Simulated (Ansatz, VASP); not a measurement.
Ca in VASP and in Ansatz

```
Ca
1.0
     3.95159    0.00000    0.00000
    -1.97580    3.42218    0.00000
     0.00000    0.00000    6.45295
Ca
2
Direct
  0.33333 0.66667 0.25000
  0.66667 0.33333 0.75000
```

Alike in both runs: task relaxation of cell and atoms; functional BLYP; k mesh 9 × 9 × 5; occupations fermi-dirac, width 0.1 eV; no spin polarisation.

|  | VASP | Ansatz |
| --- | --- | --- |
| version | VASP 6.6.1 | Ansatz 0.2.0 |
| potentials or method | VASP PAW PBE potentials, release 64 (Ca_sv), cutoff 600 eV | plane waves (420 eV) with PAW, scalar-relativistic |
| valence electrons in the cell | 20 | 20 |

```tsv
	VASP	Ansatz	Ansatz less VASP
relaxed volume (Å³/atom)	42.93	42.87	-0.061
relaxed cell length with the largest relative difference (Å)	6.442	6.436	-0.0062
```

VASP's potentials were made for PBE, not for BLYP.
